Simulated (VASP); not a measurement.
GaC18, 19 atoms in the cell. The cell holds a slab with vacuum, 19 atoms: a = 7.398 Å, b = 7.398 Å, c = 12.000 Å, α = 90.00°, β = 90.00°, γ = 120.00°. 

* Program: VASP 6.6.1
* Task: single point
* Functional: PBEsol
* Potentials or basis: VASP PAW PBE potentials, release 64 (C, Ga_d)
* Cutoff: 520 eV
* k mesh: 2 × 2 × 1
* Occupations: gaussian, width 0.05 eV
* Spin: collinear spin
* Starting moments: [0.0, 0.0, 0.0, 0.0, 0.0, 0.0, 0.0, 0.0, 0.0, 0.0, 0.0, 0.0, 0.0, 0.0, 0.0, 0.0, 0.0, 0.0, 1.0] μB
* Dipole correction: no
* Further INCAR settings: LREAL = Auto; ALGO = Normal; EDIFF = 1e-06; NBANDS = 62

Potentials or basis: VASP PAW PBE potentials, release 64 (C, Ga_d).

Launch:

```bash
$ cat potpaw_PBE.64/C/POTCAR potpaw_PBE.64/Ga_d/POTCAR > POTCAR
$ mpirun -np 1 vasp_std > vasp.out
```

Hardware: 1 thread of Intel(R) Xeon(R) Platinum 8559C (Emerald Rapids), with other jobs on the host.

Q: How long does it take, and how much memory?

A: Wall time 9.2 min on 1 thread of Intel(R) Xeon(R) Platinum 8559C (Emerald Rapids), on a shared host, peak memory 0.88 GiB. Counts: scf iterations 26, k points 4.
